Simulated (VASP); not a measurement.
# GaAs (F-43m) in VASP: a series of runs

Runs on GaAs. Level: PBE. Tasks: single point.

Everything below comes from runs of VASP 6.6.1. Logs are shortened: lines on timing, memory, paths and dates and some standing lists are left out, and cuts for length are marked.

### Step 1. The cell of the first run

It takes space group F-43m (No. 216, cubic). The conventional cell has a = 5.654 Å, b = 5.654 Å, c = 5.654 Å, α = 90.00°, β = 90.00°, γ = 90.00°. Within 3.2 Å of Ga (site symmetry -43m) lie 4 As at 2.45 Å. As (site symmetry -43m) has 4 Ga at 2.45 Å within 3.2 Å.

### Step 2. Single point, PBE

Input file INCAR:

```
PREC = Accurate
ENCUT = 520
EDIFF = 1E-7
ISMEAR = 0
SIGMA = 0.05
LREAL = F
LASPH = T
NELM = 80
ALGO = Normal
ISIF = 2
LWAVE = F
LCHARG = F
GGA = PE
NBANDS = 16
```

Input file KPOINTS:

```
Automatic mesh
0
Gamma
  8 8 8
```

Input file POSCAR:

```
GaAs
1.0
    0.0000000000      2.8268500000      2.8268500000
    2.8268500000      0.0000000000      2.8268500000
    2.8268500000      2.8268500000      0.0000000000
Ga As
1 1
Direct
    0.0000000000      0.0000000000      0.0000000000
    0.7500000000      0.7500000000      0.7500000000
```

Potentials or basis: VASP PAW PBE potentials, release 64 (Ga_d, As).

The run is started by

```console
> cat potpaw_PBE.64/Ga_d/POTCAR potpaw_PBE.64/As/POTCAR > POTCAR
> mpirun -np 1 vasp_std > vasp.out
```

OUTCAR:

```text
PREC = Accurate
   ENCUT = 520
   EDIFF = 1E-7
   ISMEAR = 0
   LREAL = F
   LASPH = T
   NELM = 80
   ISIF = 2
   GGA = PE

 ion  position               nearest neighbor table
   1  0.000  0.000  0.000-   2 2.45   2 2.45   2 2.45   2 2.45
   2  0.750  0.750  0.750-   1 2.45   1 2.45   1 2.45   1 2.45

  LATTYP: Found a face centered cubic cell.
 ALAT       =     5.6537000000

  Lattice vectors:

 A1 = (   0.0000000000,   2.8268500000,   2.8268500000)
 A2 = (   2.8268500000,   0.0000000000,   2.8268500000)
 A3 = (   2.8268500000,   2.8268500000,   0.0000000000)

Analysis of symmetry for initial positions (statically):
=====================================================================
 Subroutine PRICEL returns:
 Original cell was already a primitive cell.

 Routine SETGRP: Setting up the symmetry group for a
 face centered cubic supercell.

 Subroutine GETGRP returns: Found 24 space group operations
 (whereof 24 operations were pure point group operations)
 out of a pool of 48 trial point group operations.

The static configuration has the point symmetry T_d .

Analysis of symmetry for dynamics (positions and initial velocities):
=====================================================================
 Subroutine PRICEL returns:
 Original cell was already a primitive cell.

 Routine SETGRP: Setting up the symmetry group for a
 face centered cubic supercell.

 Subroutine GETGRP returns: Found 24 space group operations
 (whereof 24 operations were pure point group operations)
 out of a pool of 48 trial point group operations.

The dynamic configuration has the point symmetry T_d .

 Subroutine INISYM returns: Found 24 space group operations
 (whereof 24 operations are pure point group operations),
 and found     1 'primitive' translations

----------------------------------------------------------------------------------------

                                     Primitive cell

  volume of cell :      45.1792

  direct lattice vectors                    reciprocal lattice vectors
     0.000000000  2.826850000  2.826850000    -0.176875321  0.176875321  0.176875321
     2.826850000  0.000000000  2.826850000     0.176875321 -0.176875321  0.176875321
     2.826850000  2.826850000  0.000000000     0.176875321  0.176875321 -0.176875321

  length of vectors
     3.997769609  3.997769609  3.997769609     0.306357042  0.306357042  0.306357042

  position of ions in fractional coordinates (direct lattice)
     0.000000000  0.000000000  0.000000000
     0.750000000  0.750000000  0.750000000

  ion indices of the primitive-cell ions
   primitive index   ion index
                 1           1
                 2           2

----------------------------------------------------------------------------------------

 KPOINTS: Automatic mesh

Automatic generation of k-mesh.
 Grid dimensions read from file:
 generate k-points for:    8    8    8

 Generating k-lattice:

  Cartesian coordinates                     Fractional coordinates (reciprocal lattice)
    -0.022109415  0.022109415  0.022109415     0.125000000  0.000000000  0.000000000
     0.022109415 -0.022109415  0.022109415     0.000000000  0.125000000  0.000000000
     0.022109415  0.022109415 -0.022109415     0.000000000  0.000000000  0.125000000

  Length of vectors
     0.038294630  0.038294630  0.038294630

  Shift w.r.t. Gamma in fractional coordinates (k-lattice)
     0.000000000  0.000000000  0.000000000

 Subroutine IBZKPT returns following result:
 ===========================================

 Found     29 irreducible k-points:

 Following reciprocal coordinates:
            Coordinates               Weight
  0.000000  0.000000  0.000000      1.000000
  0.125000  0.000000  0.000000      8.000000
  0.250000  0.000000  0.000000      8.000000
  0.375000  0.000000  0.000000      8.000000
  0.500000  0.000000  0.000000      4.000000
  0.125000  0.125000  0.000000      6.000000
[... 16 lines left out ...]
  0.500000  0.250000  0.125000     48.000000
 -0.375000  0.250000  0.125000     24.000000
 [... further k-points ...]
   k-points           NKPTS =     29   k-points in BZ     NKDIM =     29   number of bands    NBANDS=     16
   number of dos      NEDOS =    301   number of ions     NIONS =      2
   total plane-waves  NPLWV =  27000
   dimension x,y,z NGX =    30 NGY =   30 NGZ =   30
   dimension x,y,z NGXF=    60 NGYF=   60 NGZF=   60
   ions per type =               1   1
   NGX,Y,Z   is equivalent  to a cutoff of  12.48, 12.48, 12.48 a.u.
   NGXF,Y,Z  is equivalent  to a cutoff of  24.95, 24.95, 24.95 a.u.
 SYSTEM =  unknown system
   PREC   = accura    normal or accurate (medium, high low for compatibility)
   ISTART =      0    job   : 0-new  1-cont  2-samecut
   ICHARG =      2    charge: 1-file 2-atom 10-const
   ISPIN  =      1    spin polarized calculation?
   LNONCOLLINEAR =      F non collinear calculations
   LSORBIT =      F    spin-orbit coupling
   LASPH  =      T    aspherical Exc in radial PAW
   ENCUT  =  520.0 eV  38.22 Ry    6.18 a.u.   7.43  7.43  7.43*2*pi/ulx,y,z
   NELM   =     80;   NELMIN=  2; NELMDL= -5     # of ELM steps
   EDIFF  = 0.1E-06   stopping-criterion for ELM
   LREAL  =      F    real-space projection
   EDIFFG = 0.1E-05   stopping-criterion for IOM
   NSW    =      0    number of steps for IOM
   IBRION =     -1    ionic relax: 0-MD 1-quasi-New 2-CG
   NFREE  =      0    steps in history (QN), initial steepest desc. (CG)
   ISIF   =      2    stress and relaxation
   ISYM   =      2    0-nonsym 1-usesym 2-fastsym
   POTIM  = 0.5000    time-step for ionic-motion
   TEBEG  =    0.0;   TEEND  =   0.0 temperature during run
   PSTRESS=    0.0 pullay stress
   NELECT =      18.0000    total number of electrons
   NUPDOWN=      -1.0000    fix difference up-down
   EMIN   =  10.00;   EMAX   =-10.00  energy-range for DOS
   EFERMI =   0.00;   METHOD = LEGACY
   ISMEAR =     0;   SIGMA  =   0.05  broadening in eV -4-tet -1-fermi 0-gaus
   EFERMI_NEDOS =   21; number of points for ismear=-14 and -15
   IALGO  =     38    algorithm
   IMIX   =      4    mixing-type and parameters
     AMIX     =   0.40;   BMIX     =  1.00
     AMIX_MAG =   1.60;   BMIX_MAG =  1.00
  volume/ion in A,a.u.               =      22.59       152.44
  Fermi-wavevector in a.u.,A,eV,Ry     =   1.204628  2.276417 19.743799  1.451128
  Thomas-Fermi vector in A             =   2.340347
   LORBIT       =      0    0 simple, 1 ext, 2 COOP (PROOUT), +10 PAW based schemes
   GGA     = PE    functional components
   LHFCALC =     F    Hartree Fock is set to
   AEXX    =    0.0000 exact exchange contribution
   IVDW    =     0    specifies the selected vdW correction
   LEPSILON=     F    determine dielectric tensor
   LRPA    =     F    only Hartree local field effects (RPA)
 non-spin polarized calculation
 Gauss-broadening in eV      SIGMA  =   0.05
  energy-cutoff  :      520.00
  volume of cell :       45.18
 maximum number of plane-waves:      1243
 NGX is ok and might be reduce to    30

 number of electron      17.9999995 magnetization

 Free energy of the ion-electron system (eV)
  ---------------------------------------------------
  ext. energy  EPLUGINS =         0.00000000
  ---------------------------------------------------
  free energy    TOTEN  =        -8.24710871 eV

  energy without entropy =       -8.24710871  energy(sigma->0) =       -8.24710871

 E-fermi :   4.1425     XC(G=0):  -9.5872

 val. band max:        3.9329998026   @ k =   0.0000   0.0000   0.0000
 cond. band min:       4.4530905297   @ k =   0.0000   0.0000   0.0000
 fundamental gap:      0.5200907271
 Fermi energy:         4.1425325386

 k-point     1 :       0.0000    0.0000    0.0000
  band No.  band energies     occupation
      1     -10.8761      2.00000
      2     -10.8761      2.00000
      3     -10.8761      2.00000
      4     -10.7969      2.00000
      5     -10.7969      2.00000
      6      -8.7926      2.00000
[... 8 lines left out ...]
     15      14.0548      0.00000
     16      14.0548      0.00000

 k-point     2 :       0.1250    0.0000    0.0000
  band No.  band energies     occupation
      1     -10.8895      2.00000
      2     -10.8725      2.00000
      3     -10.8725      2.00000
      4     -10.7971      2.00000
      5     -10.7971      2.00000
      6      -8.6100      2.00000
[... 8 lines left out ...]
     15      13.2004      0.00000
     16      13.2004      0.00000

 k-point     3 :       0.2500    0.0000    0.0000
  band No.  band energies     occupation
      1     -10.9190      2.00000
      2     -10.8648      2.00000
      3     -10.8648      2.00000
      4     -10.7966      2.00000
      5     -10.7966      2.00000
      6      -8.1001      2.00000
[... 8 lines left out ...]
     15      12.9593      0.00000
     16      12.9593      0.00000

 k-point     4 :       0.3750    0.0000    0.0000
  band No.  band energies     occupation
      1     -10.9453      2.00000
      2     -10.8587      2.00000
      3     -10.8587      2.00000
      4     -10.7945      2.00000
      5     -10.7945      2.00000
      6      -7.4170      2.00000
[... 8 lines left out ...]
     15      14.1240      0.00000
     16      14.1240      0.00000
[... 324 lines left out ...]
 k-point    22 :       0.3750    0.2500    0.1250
  band No.  band energies     occupation
      1     -10.9412      2.00000
      2     -10.8556      2.00000
      3     -10.8528      2.00000
      4     -10.8049      2.00000
      5     -10.7918      2.00000
      6      -7.6704      2.00000
[... 8 lines left out ...]
     15      14.8561      0.00000
     16      15.3488      0.00000

 k-point    23 :       0.5000    0.2500    0.1250
  band No.  band energies     occupation
      1     -10.9577      2.00000
      2     -10.8520      2.00000
      3     -10.8462      2.00000
      4     -10.8036      2.00000
      5     -10.7921      2.00000
      6      -7.0384      2.00000
[... 8 lines left out ...]
     15      14.7629      0.00000
     16      16.2018      0.00000

 k-point    24 :      -0.3750    0.2500    0.1250
  band No.  band energies     occupation
      1     -10.9638      2.00000
      2     -10.8513      2.00000
      3     -10.8437      2.00000
      4     -10.8012      2.00000
      5     -10.7934      2.00000
      6      -6.6853      2.00000
[... 8 lines left out ...]
     15      15.5478      0.00000
     16      16.0691      0.00000

 [... further k-points ...]
[... 5 lines left out ...]
  --------------------------------------------------------------------------------------
  -------------------------------------------------------------------------------------
  Total        0.9763692      0.9763692      0.9763692      0.0000000      0.0000000     -0.0000000
  in kB       34.6247283     34.6247283     34.6247283      0.0000000      0.0000000     -0.0000000
  external PRESSURE =      34.6247283 kB  Pullay stress =       0.0000000 kB

 VOLUME and BASIS-vectors are now :
 -----------------------------------------------------------------------------
  energy-cutoff  :      520.00
  volume of cell :       45.18
      direct lattice vectors                 reciprocal lattice vectors
     0.000000000  2.826850000  2.826850000    -0.176875321  0.176875321  0.176875321
     2.826850000  0.000000000  2.826850000     0.176875321 -0.176875321  0.176875321
     2.826850000  2.826850000  0.000000000     0.176875321  0.176875321 -0.176875321

 POSITION                                       TOTAL-FORCE (eV/Angst)
 -----------------------------------------------------------------------------------
      0.00000      0.00000      0.00000         0.000000      0.000000      0.000000
      4.24027      4.24027      4.24027        -0.000000     -0.000000     -0.000000
 -----------------------------------------------------------------------------------
    total drift:                               -0.000002     -0.000002     -0.000002

  FREE ENERGIE OF THE ION-ELECTRON SYSTEM (eV)
  ---------------------------------------------------
  free  energy   TOTEN  =        -8.2471087053 eV

  energy  without entropy=       -8.2471087053  energy(sigma->0) =       -8.24710871
```

Wall time 22 s (1 thread of Intel Xeon Platinum 8259CL at 2.50GHz (Skylake/Cascade Lake), shared host); peak memory 0.17 GiB.

Results:

```
Free energy            : -8.2471 eV
Pressure               : 3.5 GPa
Band gap on the k mesh : 0.52 eV, direct
```

A k mesh can miss the band edges.

### Step 3. Single point, PBE

This run uses another cell than the first one: it holds 8 atoms, not 2.

Input file INCAR:

```
SYSTEM = GaAs
PREC = Accurate
ENCUT = 520
EDIFF = 1E-6
ISMEAR = 0
SIGMA = 0.05
LREAL = .False.
LASPH = .True.
NELM = 80
ALGO = Normal
ISIF = 2
LWAVE = .False.
LCHARG = .False.
GGA = PE
NBANDS = 46
```

Input file KPOINTS:

```
Automatic mesh
0
Gamma
  4 4 4
  0 0 0
```

Input file POSCAR:

```
GaAs
1.0
    5.6537000000      0.0000000000      0.0000000000
    0.0000000000     -5.6537000000      0.0000000000
    0.0000000000      0.0000000000     -5.6537000000
Ga As
4 4
Direct
    0.0000000000      0.5000000000      0.5000000000
    0.5000000000      0.0000000000      0.5000000000
    0.5000000000      0.5000000000      0.0000000000
    0.0000000000      0.0000000000      0.0000000000
    0.7500000000      0.7500000000      0.7500000000
    0.2500000000      0.2500000000      0.7500000000
    0.2500000000      0.7500000000      0.2500000000
    0.7500000000      0.2500000000      0.2500000000
```

Potentials or basis: VASP PAW PBE potentials, release 64 (Ga_d, As).

The run is started by

```console
> cat potpaw_PBE.64/Ga_d/POTCAR potpaw_PBE.64/As/POTCAR > POTCAR
> mpirun -np 1 vasp_std > vasp.out
```

It took 82 s on 1 thread of Intel Xeon Platinum 8259CL at 2.50GHz (Skylake/Cascade Lake), shared host; peak memory 0.29 GiB.

Results (log left out):

```yaml
Free_energy: -32.9835 eV
Pressure: 3.4 GPa
Band_gap_on_the_k_mesh: 0.52 eV
```

Levels at points of the mesh, in eV from the valence-band top:
```csv
k point,band 34,band 35,band 36,band 37,band 38,band 39
"(0.00, 0.00, 0.00)",0.00,0.00,0.00,0.52,1.46,1.46
"(0.50, 0.00, 0.00)",-1.69,-1.69,-1.69,1.98,1.98,3.27
"(0.50, 0.50, 0.00)",-1.22,-1.22,-1.22,2.73,2.73,2.73
"(0.50, 0.50, 0.50)",-1.14,-1.14,-1.14,1.00,1.00,1.00
```

A k mesh can miss the band edges. A hybrid or GW would open this gap; PBE tends to underestimate it.
